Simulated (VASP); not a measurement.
WC, 2 atoms in the cell. Symmetry: Pm, No. 6, monoclinic system. The conventional cell has a = 2.901 Å, b = 2.829 Å, c = 2.901 Å, α = 90.00°, β = 120.00°, γ = 90.00°. Within 3.0 Å of W (site symmetry m) lie 6 C at 2.15 to 2.25 Å and 8 W at 2.83 to 2.90 Å. Within 3.0 Å of C (site symmetry m) lie 6 W at 2.15 to 2.25 Å and 8 C at 2.83 to 2.90 Å.  This cell differs from its parent crystal: all W atoms moved -0.075 Å, as atom 1 along Cartesian [1 1 0].

```yaml
Program: VASP 6.6.1
Task: single point
Functional: r2SCAN
Potentials_or_basis: VASP PAW PBE potentials, release 64 (W_sv, C)
Cutoff: 520 eV
k_mesh: 18 × 18 × 16
Occupations: gaussian, width 0.15 eV
Spin: no spin polarisation
Dipole_correction: no
Further_INCAR_settings: ALGO = Normal; EDIFF = 1e-07; NBANDS = 16
```

Potentials or basis: VASP PAW PBE potentials, release 64 (W_sv, C).

The run is started by

```bash
$ cat potpaw_PBE.64/W_sv/POTCAR potpaw_PBE.64/C/POTCAR > POTCAR
$ cp INCAR.step1 INCAR
$ mpirun -np 1 vasp_std > vasp.out
$ cp INCAR.step2 INCAR
$ mpirun -np 1 vasp_std > vasp.out
```

Hardware: 1 thread of Intel(R) Xeon(R) 6975P-C (Granite Rapids), on a shared host.

**Question.** Estimate the wall time of this run.

**Answer.** Run time: 8.4 min on 1 thread of Intel(R) Xeon(R) 6975P-C (Granite Rapids) (shared host), peak memory 0.56 GiB. Counts: k points 1476.
